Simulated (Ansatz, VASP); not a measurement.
## Na in VASP and in Ansatz

INCAR

```
PREC = Accurate
ENCUT = 520
EDIFF = 1E-6
ISMEAR = 0
SIGMA = 0.15
LREAL = F
LASPH = T
NELM = 80
ALGO = Fast
ISIF = 2
LWAVE = F
LCHARG = F
GGA = PS
NBANDS = 14
```

KPOINTS

```
Automatic mesh
0
Gamma
  12 12 8
```

File POSCAR:

```
Na
1.0
    3.8611760225      0.0000000000      0.0000000000
   -1.9305880113      3.3438765240      0.0000000000
    0.0000000000      0.0000000000      6.3078500000
Na
2
Direct
    0.3333333333      0.6666666667      0.2500000000
    0.6666666667      0.3333333333      0.7500000000
```

Input for Ansatz:

```yaml
crystal:
  lattice:
    - [3.8611760225, 0.0, 0.0]
    - [-1.9305880113, 3.343876524, 0.0]
    - [0.0, 0.0, 6.30785]
  atoms:
    - { symbol: Na, position: [0.3333333333, 0.6666666667, 0.25] }
    - { symbol: Na, position: [0.6666666667, 0.3333333333, 0.75] }
basis:
  ecutwfc: 420
kpoints:
  mp_grid: { grid: [12, 12, 8] }
hamiltonian:
  xc: pbesol
scf:
  occupations: { method: gaussian, width: 0.15 }
output:
  forces: true
  stress: true
  eigenvalues: true
```

Change from the starting cell: strain +0.025 along x and y, +0.025 along z, atoms carried along.

Alike in both runs: task single point; functional PBEsol; k mesh 12 × 12 × 8; occupations gaussian, width 0.15 eV; no spin polarisation.

|  | VASP | Ansatz |
| --- | --- | --- |
| version | VASP 6.6.1 | Ansatz 0.2.0 |
| potentials or method | VASP PAW PBE potentials, release 64 (Na_pv), cutoff 520 eV | scalar-relativistic, plane waves, PAW |
| valence electrons in the cell | 14 | 18 |

```csv
,VASP,Ansatz,Ansatz less VASP
gap on the k mesh at the Fermi level (eV),none,none,-
pressure (GPa),-0.8,-0.7,+0.03
"traceless stress, the component that is largest in VASP (GPa)",-0.07,-0.07,+0.003
```

VASP's potentials were made for PBE, not for PBEsol. A gap of «none» marks a metal or a gap that the smearing closes. VASP's potentials hold 14 valence electrons a cell and Ansatz's 18, so a difference there can come from the potentials and not from the codes.
